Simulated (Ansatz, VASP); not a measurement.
Two plane-wave programs on C

```
C
1.0
     1.24085    0.71641   10.04113
    -1.24085    0.71641   10.04113
     0.00000   -1.43281   10.04113
C
10
Direct
  0.02482 0.02482 0.02482
  0.97518 0.97518 0.97518
  0.10869 0.10869 0.10869
  0.89131 0.89131 0.89131
  0.15837 0.15837 0.15837
  0.84163 0.84163 0.84163
  0.37486 0.37486 0.37486
  0.62514 0.62514 0.62514
  0.42532 0.42532 0.42532
  0.57468 0.57468 0.57468
```

Alike in both runs: task single point; functional PBEsol; k mesh 12 × 12 × 12; occupations gaussian, width 0.05 eV; no spin polarisation.

|  | VASP | Ansatz |
| --- | --- | --- |
| version | VASP 6.6.1 | Ansatz 0.2.0 |
| potentials or method | VASP PAW PBE potentials, release 64 (C), cutoff 520 eV | scalar-relativistic, plane waves, PAW |
| valence electrons in the cell | 40 | 40 |

VASP gave:

* gap on the k mesh at the Fermi level (eV): 4.33
* least direct gap on the mesh (eV): 5.23
* pressure (GPa): 24.8
* traceless stress, the component that is largest in VASP (GPa): 15.88
* rms of the force components (eV/Å): 0.063

Which values does Ansatz return?

gap on the k mesh at the Fermi level (eV): 4.34; least direct gap on the mesh (eV): 5.23; pressure (GPa): 23.4; traceless stress, the component that is largest in VASP (GPa): 15.79; rms of the force components (eV/Å): 0.060.

VASP's potentials were made for PBE, not for PBEsol, and Ansatz warns of the same on its side. Atom by atom the forces differ by 0.003 eV/Å (rms over components). With one functional, cell and mesh, what is left measures potentials, basis and numerics.
